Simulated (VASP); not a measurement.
A run of VASP 6.6.1:

The input INCAR:

```
PREC = Accurate
ENCUT = 520
EDIFF = 1E-7
ISMEAR = 0
SIGMA = 0.15
LREAL = F
LASPH = T
NELM = 80
ALGO = Normal
ISIF = 2
LWAVE = F
LCHARG = F
GGA = PS
NBANDS = 16
```

File KPOINTS:

```
regular mesh
0
Gamma
  18 18 18
```

Contents of POSCAR:

```
WC
1.0
    0.0000000000      2.1926840000      2.1926840000
    2.1926840000      0.0000000000      2.1926840000
    2.1926840000      2.1926840000      0.0000000000
W C
1 1
Direct
   -0.0161242291      0.0000000000      0.0000000000
    0.5000000000      0.5000000000      0.5000000000
```

Potentials or basis: VASP PAW PBE potentials, release 64 (W_sv, C).

Command:

```sh
$ cat potpaw_PBE.64/W_sv/POTCAR potpaw_PBE.64/C/POTCAR > POTCAR
$ mpirun -np 1 vasp_std > vasp.out
```

Hardware: 1 thread of Intel(R) Xeon(R) 6975P-C (Granite Rapids) (shared host).

Q: Estimate the wall time of this run.

A: It took 76 s on 1 thread of Intel(R) Xeon(R) 6975P-C (Granite Rapids), with other jobs on the host, peak memory 0.38 GiB. Counts: scf iterations 13, k points 865.
